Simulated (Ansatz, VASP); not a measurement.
**One calculation of SrO, two programs**

```
Sr O
1.0
     0.00000    2.56630    2.56630
     2.56630    0.00000    2.56630
     2.56630    2.56630    0.00000
Sr O
1 1
Direct
  0.50000 0.50000 0.50000
  0.00000 0.00000 0.00000
```

Alike in both runs: task single point; functional RPBE; k mesh 8 × 8 × 8; no spin polarisation.

|  | VASP | Ansatz |
| --- | --- | --- |
| version | VASP 6.6.1 | Ansatz 0.2.0 |
| potentials or method | VASP PAW PBE potentials, release 64 (Sr_sv, O) | plane waves, PAW |
| plane-wave cutoff (eV) | 520 | 420 |
| occupations | gaussian, width 0.01 eV | fixed |
| valence electrons in the cell | 16 | 16 |

|  | VASP | Ansatz | Ansatz less VASP |
| --- | --- | --- | --- |
| pressure (GPa) | 7.0 | 6.4 | -0.61 |

VASP's potentials were made for PBE, not for RPBE.
